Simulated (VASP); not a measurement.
Write the native input for VASP 6.6.1 that does the following.

| Quantity | Value |
| --- | --- |
| Task | electric field gradients |
| Functional | PBEsol |
| Potentials or basis | VASP PAW PBE potentials, release 64 (P) |
| Cutoff | 520 eV |
| k mesh | 14 × 14 × 14 |
| Occupations | fermi-dirac, width 0.05 eV |
| Spin | no spin polarisation |
| Dipole correction | no |
| Further INCAR settings | ALGO = Normal; EDIFF = 1e-08; NBANDS = 12 |

The structure of P lies in POSCAR:

```
P
1.0
    1.7257251780      0.9963478961      3.1296800121
   -1.7257251780      0.9963478961      3.1296800121
    0.0000000000     -1.9926957921      3.1296800121
P
2
Direct
    0.2270802500      0.2270802500      0.2270802500
    0.7729197500      0.7729197500      0.7729197500
```

One way to write it, as run:

INCAR

```
SYSTEM = P
PREC = Accurate
ENCUT = 520
EDIFF = 1E-8
ISMEAR = -1
SIGMA = 0.05
LREAL = .False.
LASPH = .True.
NELM = 80
ALGO = Normal
ISIF = 2
LWAVE = .False.
LCHARG = .False.
GGA = PS
LEFG = .True.
NBANDS = 12
```

KPOINTS

```
regular mesh
0
Gamma
  14 14 14
  0 0 0
```

Potentials or basis: VASP PAW PBE potentials, release 64 (P).

The run is started by

```bash
$ cat potpaw_PBE.64/P/POTCAR > POTCAR
$ mpirun -np 1 vasp_std > vasp.out
```

Results of the run:

```yaml
Pressure: -1.7 GPa
Largest_force: 0.299 eV/Å
Band_gap_on_the_k_mesh: zero (bands 5 and 6 overlap by 0.60 eV)
Largest_electric_field_gradient_by_atom: P -27.9 V/Å²
```

Caveat: without QUAD_EFG the Cq values of the log hold for a quadrupole moment of 1 mb, not for the nuclei; the PAW data sets were made with another functional, which shifts forces and pressure a little.

Run time: 82 s on 1 thread of AMD EPYC 7R43 64-Core Processor (Zen 3) (shared host), peak memory 0.18 GiB.
